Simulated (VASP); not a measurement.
# W (Fmmm) in VASP: further runs

The runs below take W through single point, with PBE.

All numbers are computed with VASP 6.6.1; they aren't measurements. Logs are shortened: lines on timing, memory, paths and dates and some standing lists are left out, and cuts for length are marked.

## Step 1: The cell of the first run

The structure is orthorhombic, space group Fmmm (No. 69). Conventional cell: a = 3.165 Å, b = 4.408 Å, c = 4.543 Å, α = 90.00°, β = 90.00°, γ = 90.00°. W (site symmetry mmm) has 14 W at 2.71 to 3.17 Å within 3.6 Å.

## Step 2: Single point, PBE

The input, INCAR:

```
SYSTEM = W
  PREC = Accurate
  ENCUT = 520
  EDIFF = 1E-6
  ISMEAR = -1
  SIGMA = 0.1
  LREAL = .FALSE.
  LASPH = .TRUE.
  NELM = 80
  ALGO = Normal
  ISIF = 2
  LWAVE = .FALSE.
  LCHARG = .FALSE.
  GGA = PE
  NBANDS = 13
```

The input, KPOINTS:

```
regular mesh
0
G
  15 15 15
  0 0 0
```

The input, POSCAR:

```
W
1.0
   -1.6060801750      1.6060801750      1.5823450000
    1.6060801750     -1.6060801750      1.5823450000
    1.5586098250      1.5586098250     -1.5823450000
W
1
Direct
    0.0000000000      0.0000000000      0.0000000000
```

Potentials or basis: VASP PAW PBE potentials, release 64 (W_sv).

The run is started by

```
cat potpaw_PBE.64/W_sv/POTCAR > POTCAR
mpirun -np 1 vasp_std > vasp.out
```

OUTCAR:

```text
SYSTEM = W
   PREC = Accurate
   ENCUT = 520
   EDIFF = 1E-6
   ISMEAR = -1
   LREAL = .FALSE.
   LASPH = .TRUE.
   NELM = 80
   ISIF = 2
   GGA = PE

 ion  position               nearest neighbor table
   1  0.000  0.000  0.000-

  LATTYP: Found a face centered orthorhombic cell.
 ALAT       =     3.1646900000
 B/A-ratio  =     1.3930003589
 C/A-ratio  =     1.4354267658

  Lattice vectors:

 A1 = (  -0.0474703500,   3.1646900000,   0.0000000000)
 A2 = (  -1.6060801750,   1.6060801750,   1.5823450000)
 A3 = (   1.5586098250,   1.5586098250,   1.5823450000)

Analysis of symmetry for initial positions (statically):
=====================================================================
 Subroutine PRICEL returns:
 Original cell was already a primitive cell.

 Routine SETGRP: Setting up the symmetry group for a
 face centered orthorhombic supercell.

 Subroutine GETGRP returns: Found  8 space group operations
 (whereof  8 operations were pure point group operations)
 out of a pool of  8 trial point group operations.

The static configuration has the point symmetry D_2h.

Analysis of symmetry for dynamics (positions and initial velocities):
=====================================================================
 Subroutine PRICEL returns:
 Original cell was already a primitive cell.

 Routine SETGRP: Setting up the symmetry group for a
 face centered orthorhombic supercell.

 Subroutine GETGRP returns: Found  8 space group operations
 (whereof  8 operations were pure point group operations)
 out of a pool of  8 trial point group operations.

The dynamic configuration has the point symmetry D_2h.

 Subroutine INISYM returns: Found  8 space group operations
 (whereof  8 operations are pure point group operations),
 and found     1 'primitive' translations

----------------------------------------------------------------------------------------

                                     Primitive cell

  volume of cell :      15.8440

  direct lattice vectors                    reciprocal lattice vectors
    -1.606080175  1.606080175  1.582345000     0.004740867  0.316057829  0.315986716
     1.606080175 -1.606080175  1.582345000     0.316057829  0.004740867  0.315986716
     1.558609825  1.558609825 -1.582345000     0.320798696  0.320798696  0.000000000

  length of vectors
     2.768176793  2.768176793  2.713364125     0.446948131  0.446948131  0.453677867

  position of ions in fractional coordinates (direct lattice)
     0.000000000  0.000000000  0.000000000

  ion indices of the primitive-cell ions
   primitive index   ion index
                 1           1

----------------------------------------------------------------------------------------

 KPOINTS: regular mesh

Automatic generation of k-mesh.
 Grid dimensions read from file:
 generate k-points for:   15   15   15

 Generating k-lattice:

  Cartesian coordinates                     Fractional coordinates (reciprocal lattice)
     0.000316058  0.021070522  0.021065781     0.066666667  0.000000000  0.000000000
     0.021070522  0.000316058  0.021065781     0.000000000  0.066666667  0.000000000
     0.021386580  0.021386580  0.000000000     0.000000000  0.000000000  0.066666667

  Length of vectors
     0.029796542  0.029796542  0.030245191

  Shift w.r.t. Gamma in fractional coordinates (k-lattice)
     0.000000000  0.000000000  0.000000000

 Subroutine IBZKPT returns following result:
 ===========================================

 Found    512 irreducible k-points:

 Following reciprocal coordinates:
            Coordinates               Weight
  0.000000  0.000000  0.000000      1.000000
  0.066667  0.000000  0.000000      8.000000
  0.133333  0.000000  0.000000      8.000000
  0.200000 -0.000000  0.000000      8.000000
  0.266667  0.000000  0.000000      8.000000
  0.333333 -0.000000  0.000000      8.000000
[... 16 lines left out ...]
  0.133333  0.133333  0.000000      4.000000
  0.200000  0.133333  0.000000      8.000000
 [... further k-points ...]
   k-points           NKPTS =    512   k-points in BZ     NKDIM =    512   number of bands    NBANDS=     13
   number of dos      NEDOS =    301   number of ions     NIONS =      1
   total plane-waves  NPLWV =  11520
   dimension x,y,z NGX =    24 NGY =   24 NGZ =   20
   dimension x,y,z NGXF=    48 NGYF=   48 NGZF=   40
   ions per type =               1
   NGX,Y,Z   is equivalent  to a cutoff of  14.41, 14.41, 12.25 a.u.
   NGXF,Y,Z  is equivalent  to a cutoff of  28.83, 28.83, 24.51 a.u.
 SYSTEM =  W
   PREC   = accura    normal or accurate (medium, high low for compatibility)
   ISTART =      0    job   : 0-new  1-cont  2-samecut
   ICHARG =      2    charge: 1-file 2-atom 10-const
   ISPIN  =      1    spin polarized calculation?
   LNONCOLLINEAR =      F non collinear calculations
   LSORBIT =      F    spin-orbit coupling
   LASPH  =      T    aspherical Exc in radial PAW
   ENCUT  =  520.0 eV  38.22 Ry    6.18 a.u.   5.15  5.15  5.05*2*pi/ulx,y,z
   NELM   =     80;   NELMIN=  2; NELMDL= -5     # of ELM steps
   EDIFF  = 0.1E-05   stopping-criterion for ELM
   LREAL  =      F    real-space projection
   EDIFFG = 0.1E-04   stopping-criterion for IOM
   NSW    =      0    number of steps for IOM
   IBRION =     -1    ionic relax: 0-MD 1-quasi-New 2-CG
   NFREE  =      0    steps in history (QN), initial steepest desc. (CG)
   ISIF   =      2    stress and relaxation
   ISYM   =      2    0-nonsym 1-usesym 2-fastsym
   POTIM  = 0.5000    time-step for ionic-motion
   TEBEG  =    0.0;   TEEND  =   0.0 temperature during run
   PSTRESS=    0.0 pullay stress
   NELECT =      14.0000    total number of electrons
   NUPDOWN=      -1.0000    fix difference up-down
   EMIN   =  10.00;   EMAX   =-10.00  energy-range for DOS
   EFERMI =   0.00;   METHOD = LEGACY
   ISMEAR =    -1;   SIGMA  =   0.10  broadening in eV -4-tet -1-fermi 0-gaus
   EFERMI_NEDOS =   21; number of points for ismear=-14 and -15
   IALGO  =     38    algorithm
   IMIX   =      4    mixing-type and parameters
     AMIX     =   0.40;   BMIX     =  1.00
     AMIX_MAG =   1.60;   BMIX_MAG =  1.00
  volume/ion in A,a.u.               =      15.84       106.92
  Fermi-wavevector in a.u.,A,eV,Ry     =   1.570950  2.968664 33.577580  2.467883
  Thomas-Fermi vector in A             =   2.672606
   LORBIT       =      0    0 simple, 1 ext, 2 COOP (PROOUT), +10 PAW based schemes
   GGA     = PE    functional components
   LHFCALC =     F    Hartree Fock is set to
   AEXX    =    0.0000 exact exchange contribution
   IVDW    =     0    specifies the selected vdW correction
   LEPSILON=     F    determine dielectric tensor
   LRPA    =     F    only Hartree local field effects (RPA)
 non-spin polarized calculation
  energy-cutoff  :      520.00
  volume of cell :       15.84
 maximum number of plane-waves:       438
 NGX is ok and might be reduce to    24
   NGX = 11   NGY = 11   NGZ = 11

 number of electron      14.0000001 magnetization

 Free energy of the ion-electron system (eV)
  ---------------------------------------------------
  ext. energy  EPLUGINS =         0.00000000
  ---------------------------------------------------
  free energy    TOTEN  =       -12.94621402 eV

  energy without entropy =      -12.93080339  energy(sigma->0) =      -12.93850870

 E-fermi :  11.4243     XC(G=0): -13.6433

 val. band max:       11.3948447660   @ k =  -0.2667   0.3333   0.3333
 cond. band min:      11.4310839818   @ k =  -0.1333   0.1333   0.2667
 fundamental gap:      0.0362392158
 Fermi energy:        11.4242917350

 k-point     1 :       0.0000    0.0000    0.0000
  band No.  band energies     occupation
      1     -62.7348      2.00000
      2     -26.3415      2.00000
      3     -26.2926      2.00000
      4     -26.2490      2.00000
      5       1.8118      2.00000
      6       9.9521      2.00000
      7      10.1907      1.99999
      8      10.4870      1.99983
      9      13.7177      0.00000
     10      13.7501      0.00000
     11      25.6954      0.00000
     12      25.9747      0.00000
     13      26.2499      0.00000

 k-point     2 :       0.0667    0.0000    0.0000
  band No.  band energies     occupation
      1     -62.7290      2.00000
      2     -26.3735      2.00000
      3     -26.3230      2.00000
      4     -26.2663      2.00000
      5       2.0271      2.00000
      6       9.9258      2.00000
      7      10.2132      1.99999
      8      10.5377      1.99972
      9      13.5181      0.00000
     10      13.7416      0.00000
     11      26.0000      0.00000
     12      26.3511      0.00000
     13      26.6456      0.00000

 k-point     3 :       0.1333    0.0000    0.0000
  band No.  band energies     occupation
      1     -62.7126      2.00000
      2     -26.5254      2.00000
      3     -26.3785      2.00000
      4     -26.2812      2.00000
      5       2.6375      2.00000
      6       9.6768      2.00000
      7      10.0688      2.00000
      8      11.0527      1.95251
      9      13.1427      0.00000
     10      13.7543      0.00000
     11      26.5062      0.00000
     12      27.4086      0.00000
     13      27.7824      0.00000
[... 305 lines left out ...]
 k-point    23 :       0.1333    0.1333    0.0000
  band No.  band energies     occupation
      1     -62.6737      2.00000
      2     -26.8921      2.00000
      3     -26.4793      2.00000
      4     -26.3155      2.00000
      5       4.0551      2.00000
      6       9.1970      2.00000
      7       9.3307      2.00000
      8      12.7408      0.00000
      9      12.7449      0.00000
     10      14.0516      0.00000
     11      27.4150      0.00000
     12      27.6090      0.00000
     13      29.3402      0.00000

 k-point    24 :       0.2000    0.1333    0.0000
  band No.  band energies     occupation
      1     -62.6480      2.00000
      2     -27.1174      2.00000
      3     -26.5634      2.00000
      4     -26.3319      2.00000
      5       4.9778      2.00000
      6       8.7565      2.00000
      7       9.0556      2.00000
      8      12.8468      0.00000
      9      14.1871      0.00000
     10      14.2875      0.00000
     11      26.0864      0.00000
     12      27.5815      0.00000
     13      30.0761      0.00000

 [... further k-points ...]

------------------------ aborting loop because EDIFF is reached ----------------------------------------

  FORCE on cell =-STRESS in cart. coord.  units (eV):
  Direction    XX          YY          ZZ          XY          YZ          ZX
  --------------------------------------------------------------------------------------
  -------------------------------------------------------------------------------------
  Total        0.6415063      0.6415063      0.6632026      0.4790249      0.0000000      0.0000000
  in kB       64.8702662     64.8702662     67.0642371     48.4398629      0.0000000      0.0000000
  external PRESSURE =      65.6015898 kB  Pullay stress =       0.0000000 kB

 VOLUME and BASIS-vectors are now :
 -----------------------------------------------------------------------------
  energy-cutoff  :      520.00
  volume of cell :       15.84
      direct lattice vectors                 reciprocal lattice vectors
    -1.606080175  1.606080175  1.582345000     0.004740867  0.316057829  0.315986716
     1.606080175 -1.606080175  1.582345000     0.316057829  0.004740867  0.315986716
     1.558609825  1.558609825 -1.582345000     0.320798696  0.320798696  0.000000000

 POSITION                                       TOTAL-FORCE (eV/Angst)
 -----------------------------------------------------------------------------------
      0.00000      0.00000      0.00000         0.000000      0.000000      0.000000
 -----------------------------------------------------------------------------------
    total drift:                                0.000000      0.000000     -0.000000

  FREE ENERGIE OF THE ION-ELECTRON SYSTEM (eV)
  ---------------------------------------------------
  free  energy   TOTEN  =       -12.9462140161 eV

  energy  without entropy=      -12.9308033871  energy(sigma->0) =      -12.93850870
```

It took 1.7 min on 1 thread of Intel Xeon 8259CL, shared host; peak memory 0.22 GiB.

Results:

```
Free energy            : -12.9462 eV
Pressure               : 6.6 GPa
Band gap on the k mesh : zero (bands 7 and 8 overlap by 5.60 eV)
```

Levels at points of the mesh, in eV from the Fermi level:
| k point | band 5 | band 6 | band 7 | band 8 | band 9 | band 10 |
| --- | --- | --- | --- | --- | --- | --- |
| (0.00, 0.00, 0.00) | -9.61 | -1.47 | -1.23 | -0.94 | 2.29 | 2.33 |

Caveat: the cell stands under pressure; spin-orbit coupling is left out, which moves the levels of the heavy elements.

## Step 3: Single point, PBE

The input, INCAR:

```
PREC     = Accurate       # precision mode
ENCUT    = 520            # plane-wave cutoff, eV
EDIFF    = 1E-7           # SCF threshold, eV
ISMEAR   = -1             # smearing method
SIGMA    = 0.1            # smearing width, eV
LREAL    = F              # projectors in reciprocal space
LASPH    = T              # aspherical terms in the spheres
NELM     = 100            # most SCF steps
ALGO     = Normal         # electronic algorithm
ISIF     = 2              # what is computed and relaxed
LWAVE    = F              # write WAVECAR
LCHARG   = F              # write CHGCAR
GGA      = PE             # functional
NBANDS   = 13             # bands
```

The input, KPOINTS:

```
Automatic mesh
0
Gamma
  15 15 15
```

The input, POSCAR:

```
W
1.0
   -1.5942125875      1.5942125875      1.5823450000
    1.5942125875     -1.5942125875      1.5823450000
    1.5704774125      1.5704774125     -1.5823450000
W
1
Direct
    0.0000000000      0.0000000000      0.0000000000
```

Potentials or basis: VASP PAW PBE potentials, release 64 (W_sv).

The run is started by

```
cat potpaw_PBE.64/W_sv/POTCAR > POTCAR
mpirun -np 1 vasp_std > vasp.out
```

Wall time 2 min (1 thread of Intel Xeon 8259CL, shared host); peak memory 0.21 GiB.

It converged, with:

| Quantity | Value |
| --- | --- |
| Free energy | -12.9517 eV |
| Pressure | 6.4 GPa |
| Band gap on the k mesh | zero (bands 7 and 8 overlap by 5.75 eV) |

Stress tensor (GPa, compression positive):
```
6.38 2.44 0.00
2.44 6.38 0.00
0.00 0.00 6.44
```

Levels at points of the mesh, in eV from the Fermi level:
```csv
k point,band 4,band 5,band 6,band 7,band 8,band 9,band 10,band 11
"(0.00, 0.00, 0.00)",-37.70,-9.61,-1.34,-1.21,-1.07,2.29,2.30,14.41
```

Caveat: the cell stands under pressure; spin-orbit coupling is left out, which moves the levels of the heavy elements.

[end of part 1 of 2]

The gap in the log of VASP goes by the Fermi energy; the results here count the filled bands.